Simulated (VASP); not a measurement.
Wanted: the native input for a VASP 6.6.1 run.

```
Task                   : single point
Functional             : LDA
Potentials or basis    : VASP PAW LDA potentials, release 64 (Sn_d)
Cutoff                 : 520 eV
k mesh                 : 13 × 13 × 13
Occupations            : fermi-dirac, width 0.08 eV
Spin                   : no spin polarisation
Dipole correction      : no
Further INCAR settings : ALGO = Normal; EDIFF = 1e-06; NBANDS = 13
```

The structure of Sn lies in POSCAR:

```
Sn
1.0
   -1.7243895975      1.9929974191      2.1492112800
    1.7243895975     -1.9929974191      2.1492112800
    1.7243895975      1.9929974191     -2.1492112800
Sn
1
Direct
    0.0000000000      0.0000000000      0.0000000000
```

One way to write it, as run:

INCAR

```
PREC = Accurate ; ENCUT = 520
EDIFF = 1E-6 ; ISMEAR = -1
SIGMA = 0.08 ; LREAL = False
LASPH = True ; NELM = 60
ALGO = Normal ; ISIF = 2
LWAVE = False ; LCHARG = False
GGA = CA ; NBANDS = 13
```

KPOINTS

```
Automatic mesh
0
Gamma
  13 13 13
```

Potentials or basis: VASP PAW LDA potentials, release 64 (Sn_d).

Launch:

```console
$ cat potpaw_LDA.64/Sn_d/POTCAR > POTCAR
$ mpirun -np 1 vasp_std > vasp.out
```

It gave:

```yaml
Pressure: -5.9 GPa
Band_gap_on_the_k_mesh: zero (bands 7 and 8 overlap by 8.17 eV)
```

Caveat: the cell stands under tension; spin-orbit coupling is left out, which moves the levels of the heavy elements.

It took 46 s on 1 thread of Intel(R) Xeon(R) 6975P-C (Granite Rapids), on a shared host, peak memory 0.23 GiB.
